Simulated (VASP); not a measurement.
BN, 4 atoms in the cell. The structure is hexagonal, space group P6_3mc (No. 186). The conventional cell has a = 2.555 Å, b = 2.555 Å, c = 4.225 Å, α = 90.00°, β = 90.00°, γ = 120.00°. B (site symmetry 3m) has 4 N at 1.57 to 1.58 Å within 2.1 Å. Within 2.1 Å of N (site symmetry 3m) lie 4 B at 1.57 to 1.58 Å. 

```yaml
Program: VASP 6.6.1
Task: vibrations by perturbation theory
Functional: PBE
Potentials_or_basis: VASP PAW PBE potentials, release 64 (B, N)
Cutoff: 520 eV
k_mesh: 12 × 12 × 6
Occupations: gaussian, width 0.01 eV
Spin: no spin polarisation
Dipole_correction: no
Further_INCAR_settings: ALGO = Normal; EDIFF = 1e-08; NBANDS = 16; IBRION = 8; NSW = 1
```

Potentials or basis: VASP PAW PBE potentials, release 64 (B, N).

The run is started by

```sh
$ cat potpaw_PBE.64/B/POTCAR potpaw_PBE.64/N/POTCAR > POTCAR
$ mpirun -np 1 vasp_std > vasp.out
```

Hardware: 1 thread of Intel(R) Xeon(R) Platinum 8488C (Sapphire Rapids), on a shared host.

Problem. How long does it take, and how much memory?

Solution. Run time: 11 min on 1 thread of Intel(R) Xeon(R) Platinum 8488C (Sapphire Rapids), on a shared host, peak memory 0.44 GiB. Counts: scf iterations 135, k points 76.
